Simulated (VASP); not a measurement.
PtS2:

```
Pt S
1.0
     3.57659    0.00000    0.00000
    -1.78830    3.09742    0.00000
     0.00000    0.00000    6.17180
Pt S
1 2
Direct
  0.00000 0.00000 0.00000
  0.33333 0.66667 0.18895
  0.66667 0.33333 0.81105
```

```yaml
Program: VASP 6.6.1
Task: relaxation of the atoms
Functional: PBE
Potentials_or_basis: VASP PAW PBE potentials, release 64 (Pt, S)
Cutoff: 520 eV
k_mesh: 9 × 9 × 4
Occupations: gaussian, width 0.05 eV
Spin: no spin polarisation
```

At the start: pressure 3.7 GPa; volume 22.79 Å³/atom.

Task: Where does the relaxation end?

Result: Over 3 steps the energy falls by 14.2 meV/atom at a fixed cell; space group P-3m1 (No. 164, to 0.1 Å) before and after.

Step by step:
```csv
step,energy change (eV),largest force (eV/Å),pressure (GPa)
1,0.0000,0.7472,3.66
2,-0.0367,0.2749,1.29
3,-0.0426,0.0028,-0.09
```

Final structure:
```yaml
crystal:
  lattice:
    - [3.57659, 0.00000, 0.00000]
    - [-1.78830, 3.09742, 0.00000]
    - [0.00000, 0.00000, 6.17180]
  atoms:
    - { symbol: Pt, position: [0.00000, 0.00000, 0.00000] }
    - { symbol: S, position: [0.33333, 0.66667, 0.19837] }
    - { symbol: S, position: [0.66667, 0.33333, 0.80163] }
```

Caveat: this functional lacks dispersion, which binds layers or chains, so the pressure and a relaxed spacing across them are unreliable.
